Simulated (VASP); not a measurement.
# P (Pm-3m) in VASP: further runs, part 2 of 2

VASP 6.6.1. The steps go on from the part before.

## (3) Relaxation of cell and atoms, PBE

This run uses another cell than the first one, of 16.44 Å³/atom, 1.127 times its volume.

The input, INCAR:

```
SYSTEM = P
ALGO = Normal
EDIFF = 1E-7
EDIFFG = -0.01
ENCUT = 600
GGA = PE
IBRION = 2
ISIF = 3
ISMEAR = -1
LASPH = .True.
LCHARG = .False.
LREAL = .False.
LWAVE = .False.
NELM = 60
NSW = 80
PREC = Accurate
SIGMA = 0.1
```

The input, KPOINTS:

```
k-points
0
Gamma
  12 12 12
  0 0 0
```

The input, POSCAR:

```
P
1.0
    2.5427581381      0.0000000000      0.0000000000
    0.0000000000      2.5427581381      0.0000000000
    0.0000000000      0.0000000000      2.5427581381
P
1
Direct
    0.0000000000      0.0000000000      0.0000000000
```

Potentials or basis: VASP PAW PBE potentials, release 64 (P).

The run is started by

```console
$ cat potpaw_PBE.64/P/POTCAR > POTCAR
$ mpirun -np 1 vasp_std > vasp.out
```

OUTCAR:

```text
SYSTEM = P
   EDIFF = 1E-7
   EDIFFG = -0.01
   ENCUT = 600
   GGA = PE
   IBRION = 2
   ISIF = 3
   ISMEAR = -1
   LASPH = .True.
   LREAL = .False.
   NELM = 60
   NSW = 80
   PREC = Accurate

 ion  position               nearest neighbor table
   1  0.000  0.000  0.000-

  LATTYP: Found a simple cubic cell.
 ALAT       =     2.5427581381

  Lattice vectors:

 A1 = (   2.5427581381,   0.0000000000,   0.0000000000)
 A2 = (   0.0000000000,   2.5427581381,   0.0000000000)
 A3 = (   0.0000000000,   0.0000000000,   2.5427581381)

Analysis of symmetry for initial positions (statically):
=====================================================================
 Subroutine PRICEL returns:
 Original cell was already a primitive cell.

 Routine SETGRP: Setting up the symmetry group for a
 simple cubic supercell.

 Subroutine GETGRP returns: Found 48 space group operations
 (whereof 48 operations were pure point group operations)
 out of a pool of 48 trial point group operations.

The static configuration has the point symmetry O_h .

Analysis of symmetry for dynamics (positions and initial velocities):
=====================================================================
 Subroutine PRICEL returns:
 Original cell was already a primitive cell.

 Routine SETGRP: Setting up the symmetry group for a
 simple cubic supercell.

 Subroutine GETGRP returns: Found 48 space group operations
 (whereof 48 operations were pure point group operations)
 out of a pool of 48 trial point group operations.

The dynamic configuration has the point symmetry O_h .

 Subroutine INISYM returns: Found 48 space group operations
 (whereof 48 operations are pure point group operations),
 and found     1 'primitive' translations

----------------------------------------------------------------------------------------

                                     Primitive cell

  volume of cell :      16.4405

  direct lattice vectors                    reciprocal lattice vectors
     2.542758138  0.000000000  0.000000000     0.393273739  0.000000000  0.000000000
     0.000000000  2.542758138  0.000000000     0.000000000  0.393273739  0.000000000
     0.000000000  0.000000000  2.542758138     0.000000000  0.000000000  0.393273739

  length of vectors
     2.542758138  2.542758138  2.542758138     0.393273739  0.393273739  0.393273739

  position of ions in fractional coordinates (direct lattice)
     0.000000000  0.000000000  0.000000000

  ion indices of the primitive-cell ions
   primitive index   ion index
                 1           1

----------------------------------------------------------------------------------------

 KPOINTS: k-points

Automatic generation of k-mesh.
 Grid dimensions read from file:
 generate k-points for:   12   12   12

 Generating k-lattice:

  Cartesian coordinates                     Fractional coordinates (reciprocal lattice)
     0.032772812  0.000000000  0.000000000     0.083333333  0.000000000  0.000000000
     0.000000000  0.032772812  0.000000000     0.000000000  0.083333333  0.000000000
     0.000000000  0.000000000  0.032772812     0.000000000  0.000000000  0.083333333

  Length of vectors
     0.032772812  0.032772812  0.032772812

  Shift w.r.t. Gamma in fractional coordinates (k-lattice)
     0.000000000  0.000000000  0.000000000

 Subroutine IBZKPT returns following result:
 ===========================================

 Found     84 irreducible k-points:

 Following reciprocal coordinates:
            Coordinates               Weight
  0.000000  0.000000  0.000000      1.000000
  0.083333  0.000000  0.000000      6.000000
  0.166667  0.000000  0.000000      6.000000
  0.250000  0.000000  0.000000      6.000000
  0.333333  0.000000  0.000000      6.000000
  0.416667  0.000000  0.000000      6.000000
[... 16 lines left out ...]
  0.333333  0.333333  0.000000     12.000000
  0.416667  0.333333  0.000000     24.000000
 [... further k-points ...]
   k-points           NKPTS =     84   k-points in BZ     NKDIM =     84   number of bands    NBANDS=      6
   number of dos      NEDOS =    301   number of ions     NIONS =      1
   total plane-waves  NPLWV =   8000
   dimension x,y,z NGX =    20 NGY =   20 NGZ =   20
   dimension x,y,z NGXF=    40 NGYF=   40 NGZF=   40
   ions per type =               1
   NGX,Y,Z   is equivalent  to a cutoff of  13.08, 13.08, 13.08 a.u.
   NGXF,Y,Z  is equivalent  to a cutoff of  26.15, 26.15, 26.15 a.u.
 SYSTEM =  P
   PREC   = accura    normal or accurate (medium, high low for compatibility)
   ISTART =      0    job   : 0-new  1-cont  2-samecut
   ICHARG =      2    charge: 1-file 2-atom 10-const
   ISPIN  =      1    spin polarized calculation?
   LNONCOLLINEAR =      F non collinear calculations
   LSORBIT =      F    spin-orbit coupling
   LASPH  =      T    aspherical Exc in radial PAW
   ENCUT  =  600.0 eV  44.10 Ry    6.64 a.u.   5.08  5.08  5.08*2*pi/ulx,y,z
   NELM   =     60;   NELMIN=  2; NELMDL= -5     # of ELM steps
   EDIFF  = 0.1E-06   stopping-criterion for ELM
   LREAL  =      F    real-space projection
   EDIFFG = -.1E-01   stopping-criterion for IOM
   NSW    =     80    number of steps for IOM
   IBRION =      2    ionic relax: 0-MD 1-quasi-New 2-CG
   NFREE  =      1    steps in history (QN), initial steepest desc. (CG)
   ISIF   =      3    stress and relaxation
   ISYM   =      2    0-nonsym 1-usesym 2-fastsym
   POTIM  = 0.5000    time-step for ionic-motion
   TEBEG  =    0.0;   TEEND  =   0.0 temperature during run
   PSTRESS=    0.0 pullay stress
   NELECT =       5.0000    total number of electrons
   NUPDOWN=      -1.0000    fix difference up-down
   EMIN   =  10.00;   EMAX   =-10.00  energy-range for DOS
   EFERMI =   0.00;   METHOD = LEGACY
   ISMEAR =    -1;   SIGMA  =   0.10  broadening in eV -4-tet -1-fermi 0-gaus
   EFERMI_NEDOS =   21; number of points for ismear=-14 and -15
   IALGO  =     38    algorithm
   IMIX   =      4    mixing-type and parameters
     AMIX     =   0.40;   BMIX     =  1.00
     AMIX_MAG =   1.60;   BMIX_MAG =  1.00
  volume/ion in A,a.u.               =      16.44       110.95
  Fermi-wavevector in a.u.,A,eV,Ry     =   1.100930  2.080456 16.490904  1.212047
  Thomas-Fermi vector in A             =   2.237349
   LORBIT       =      0    0 simple, 1 ext, 2 COOP (PROOUT), +10 PAW based schemes
   GGA     = PE    functional components
   LHFCALC =     F    Hartree Fock is set to
   AEXX    =    0.0000 exact exchange contribution
   IVDW    =     0    specifies the selected vdW correction
   LEPSILON=     F    determine dielectric tensor
   LRPA    =     F    only Hartree local field effects (RPA)
 conjugate gradient relaxation of ions
 non-spin polarized calculation
  energy-cutoff  :      600.00
  volume of cell :       16.44
 maximum number of plane-waves:       560
   NGX = 11   NGY = 11   NGZ = 11

--------------------------------------- Ionic step        1  -------------------------------------------

 number of electron       4.9999999 magnetization

 Free energy of the ion-electron system (eV)
  ---------------------------------------------------
  ext. energy  EPLUGINS =         0.00000000
  ---------------------------------------------------
  free energy    TOTEN  =        -5.20167909 eV

  energy without entropy =       -5.18501621  energy(sigma->0) =       -5.19334765

------------------------ aborting loop because EDIFF is reached ----------------------------------------

  FORCE on cell =-STRESS in cart. coord.  units (eV):
  Direction    XX          YY          ZZ          XY          YZ          ZX
  --------------------------------------------------------------------------------------
  -------------------------------------------------------------------------------------
  Total       -0.9838127     -0.9838127     -0.9838127     -0.0000000      0.0000000      0.0000000
  in kB      -95.8755435    -95.8755435    -95.8755435     -0.0000000      0.0000000      0.0000000
  external PRESSURE =     -95.8755435 kB  Pullay stress =       0.0000000 kB
[... 22 lines left out ...]
--------------------------------------- Ionic step        2  -------------------------------------------

 number of electron       5.0000001 magnetization

 E-fermi :  10.0677     XC(G=0): -11.3896

 val. band max:       10.0512921892   @ k =   0.4167   0.2500   0.0000
 cond. band min:      10.1528746289   @ k =   0.4167   0.2500   0.0833
 fundamental gap:      0.1015824397
 Fermi energy:        10.0676708572

 k-point     1 :       0.0000    0.0000    0.0000
  band No.  band energies     occupation
      1      -6.7612      2.00000
      2      15.1433      0.00000
      3      15.1433      0.00000
      4      15.1433      0.00000
      5      16.7608      0.00000
      6      16.7608      0.00000
[... 276 lines left out ...]
--------------------------------------- Ionic step        4  -------------------------------------------

 number of electron       5.0000001 magnetization

 Free energy of the ion-electron system (eV)
  ---------------------------------------------------
  ext. energy  EPLUGINS =         0.00000000
  ---------------------------------------------------
  free energy    TOTEN  =        -5.26177611 eV

  energy without entropy =       -5.24799925  energy(sigma->0) =       -5.25488768

 E-fermi :   9.7262     XC(G=0): -11.2885

 val. band max:        9.7050214168   @ k =   0.4167   0.2500   0.0000
 cond. band min:       9.8064556152   @ k =   0.4167   0.2500   0.0833
 fundamental gap:      0.1014341984
 Fermi energy:         9.7262293353

 k-point     1 :       0.0000    0.0000    0.0000
  band No.  band energies     occupation
      1      -6.8540      2.00000
      2      14.6895      0.00000
      3      14.6895      0.00000
      4      14.6895      0.00000
      5      16.4655      0.00000
      6      16.4655      0.00000
[... 235 lines left out ...]
  FREE ENERGIE OF THE ION-ELECTRON SYSTEM (eV)
  ---------------------------------------------------
  free  energy   TOTEN  =        -5.2617761100 eV

  energy  without entropy=       -5.2479992475  energy(sigma->0) =       -5.25488768

 reached required accuracy - stopping structural energy minimisation
```

OSZICAR:

```text
N       E                     dE             d eps       ncg     rms          rms(c)
DAV:   1     0.339826656064E+01    0.33983E+01   -0.21246E+03  1020   0.658E+02
DAV:   2    -0.500337007426E+01   -0.84016E+01   -0.81236E+01  1416   0.705E+01
[... 31 lines left out ...]
DAV:   1    -0.526181060994E+01   -0.42272E-04   -0.12868E-03  1038   0.241E-01    0.419E-02
DAV:   2    -0.526178646916E+01    0.24141E-04   -0.18579E-05  1140   0.398E-02    0.225E-02
DAV:   3    -0.526177563510E+01    0.10834E-04   -0.21958E-05  1050   0.309E-02    0.700E-03
DAV:   4    -0.526177574325E+01   -0.10814E-06   -0.78118E-08  1074   0.315E-03    0.591E-03
DAV:   5    -0.526177613260E+01   -0.38935E-06   -0.12586E-08   564   0.117E-03    0.982E-04
DAV:   6    -0.526177610997E+01    0.22629E-07   -0.90116E-10   540   0.305E-04
   4 F= -.52617761E+01 E0= -.52548877E+01  d E =-.600970E-01
```

CONTCAR:

```text
P
   1.00000000000000
     2.4405540743242202   -0.0000000000000000    0.0000000000000000
    -0.0000000000000000    2.4405540743242202    0.0000000000000000
    -0.0000000000000000    0.0000000000000000    2.4405540743242202
  P
     1
Direct
     0.0000000000000000    0.0000000000000000    0.0000000000000000

  0.00000000E+00  0.00000000E+00  0.00000000E+00
```

Wall time 13 s (1 thread of AMD EPYC 7R13 (Zen 3), shared host); peak memory 0.09 GiB.

Results:

```yaml
Free_energy: -5.2618 eV
Relaxed_volume: 14.54 Å³/atom
Relaxed_cell: a = 2.441 Å, b = 2.441 Å, c = 2.441 Å, α = 90.00°, β = 90.00°, γ = 90.00°
Space_group_after_relaxing_to_0.05_Å: Pm-3m (No. 221)
Energy_gained_by_relaxing: 60.1 meV/atom
Ionic_steps: 4
Pressure_after_relaxing: 0.1 GPa
```

Step by step:
```csv
step,energy change (eV),largest force (eV/Å),pressure (GPa),volume (Å³)
1,0.0000,0.0000,-9.59,16.44
2,-0.0575,0.0000,2.56,14.21
3,-0.0601,0.0000,-0.15,14.57
4,-0.0601,0.0000,0.09,14.54
```

Final structure:
```yaml
crystal:
  lattice:
    - [2.44055, 0.00000, 0.00000]
    - [0.00000, 2.44055, 0.00000]
    - [0.00000, 0.00000, 2.44055]
  atoms:
    - { symbol: P, position: [0.00000, 0.00000, 0.00000] }
```

Levels at points of the mesh, in eV from the Fermi level:
```csv
k point,band 1,band 2,band 3,band 4,band 5,band 6
"(0.00, 0.00, 0.00)",-16.58,4.96,4.96,4.96,6.74,6.74
"(0.50, 0.00, 0.00)",-12.25,-8.74,7.79,7.79,9.30,14.31
"(0.50, 0.50, 0.00)",-7.56,-5.34,-5.34,0.93,10.40,16.84
"(0.50, 0.50, 0.50)",-2.25,-2.25,-2.25,-1.71,4.62,4.62
```
